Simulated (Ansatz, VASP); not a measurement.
# Mg2PbN2 in VASP and in Ansatz

INCAR

```
  PREC = Accurate
  ENCUT = 520
  EDIFF = 1E-6
  ISMEAR = 0
  SIGMA = 0.01
  LREAL = F
  LASPH = T
  NELM = 60
  ALGO = Normal
  ISIF = 2
  LWAVE = F
  LCHARG = T
  GGA = PE
  LELF = T
  LVHAR = T
  NBANDS = 22
```

Contents of KPOINTS:

```
regular mesh
0
Gamma
  7 7 4
```

File POSCAR:

```
Mg2PbN2
1.0
    3.6268640000      0.0000000000      0.0000000000
   -1.8134320000      3.1409563601      0.0000000000
    0.0000000000      0.0000000000      6.5658920000
Mg Pb N
2 1 2
Direct
    0.6666666667      0.3333333333      0.1387760000
    0.3333333333      0.6666666667      0.8612240000
    0.0000000000      0.0000000000      0.5000000000
    0.6666666667      0.3333333333      0.7974550000
    0.3333333333      0.6666666667      0.2025450000
```

Input for Ansatz:

```yaml
crystal:
  lattice:
    a: 3.626864
    b: 3.626864
    c: 6.565892
    alpha: 90.0
    beta: 90.0
    gamma: 120.0
  space_group: 164
  atoms:
    - { symbol: Mg, position: [0.6666666666666666, 0.3333333333333333, 0.138776] }
    - { symbol: Pb, position: [0.0, 0.0, 0.5] }
    - { symbol: "N", position: [0.6666666666666666, 0.3333333333333333, 0.797455] }
basis:
  ecutwfc: 489.804952427784
kpoints:
  mp_grid:
    grid: [7, 7, 4]
hamiltonian:
  xc: pbe
scf:
  occupations:
    method: fixed
output:
  forces: true
  stress: true
```

Alike in both runs: task single point; functional PBE; k mesh 7 × 7 × 4; no spin polarisation.

```csv
,VASP,Ansatz
version,VASP 6.6.1,Ansatz 0.2.0
potentials or method,"VASP PAW PBE potentials, release 64 (Mg, Pb_d, N), cutoff 520 eV","plane waves, PAW"
occupations,"gaussian, width 0.01 eV",fixed
valence electrons in the cell,28,44
```

Ansatz gave:

- pressure (GPa): -0.2
- rms of the force components (eV/Å): 0.005

Problem. Which values does VASP return?

Solution. Pressure (GPa): -0.4; rms of the force components (eV/Å): 0.001.

Atom by atom the forces differ by 0.005 eV/Å (rms over components). VASP's potentials hold 28 valence electrons a cell and Ansatz's 44, so a difference there can come from the potentials and not from the codes.

Neither program's run includes spin-orbit coupling.
